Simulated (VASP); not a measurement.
Input of a VASP 6.6.1 run:

INCAR

```
SYSTEM = Cs
ALGO     = Normal         ! electronic algorithm
EDIFF    = 1E-7           ! SCF threshold, eV
ENCUT    = 520            ! plane-wave cutoff, eV
ISIF     = 2              ! what is computed and relaxed
ISMEAR   = -1             ! smearing method
LASPH    = .True.         ! aspherical terms in the spheres
LCHARG   = .False.        ! write CHGCAR
LREAL    = .False.        ! projectors in reciprocal space
LWAVE    = .False.        ! write WAVECAR
NBANDS   = 26             ! bands
NELM     = 60             ! most SCF steps
PREC     = Accurate       ! precision mode
SIGMA    = 0.1            ! smearing width, eV
```

File KPOINTS:

```
k-points
0
Gamma
  8 8 3
  0 0 0
```

File POSCAR:

```
Cs
1.0
    5.1378900149      0.0000000000      0.0000000000
   -2.5689450074      4.4495432748      0.0000000000
    0.0000000000      0.0000000000     16.8367071397
Cs
4
Direct
    0.0000000000      1.0000000000      0.0000000000
    0.0000000000      1.0000000000      0.5000000000
    0.3333333333      0.6666666667      0.2500000000
    0.6666666667      0.3333333333      0.7500000000
```

Potentials or basis: VASP PAW LDA potentials, release 64 (Cs_sv).

Launch:

```console
$ cat potpaw_LDA.64/Cs_sv/POTCAR > POTCAR
$ mpirun -np 1 vasp_std > vasp.out
```

Question: Estimate the band gap on the k mesh.

Answer: Zero (band 18 reaches 1.29 eV, above the bottom of band 19 at -0.38 eV).

Question: Estimate the pressure.

Answer: 0.0 GPa.

Caveat: spin-orbit coupling is left out, which moves the levels of the heavy elements.
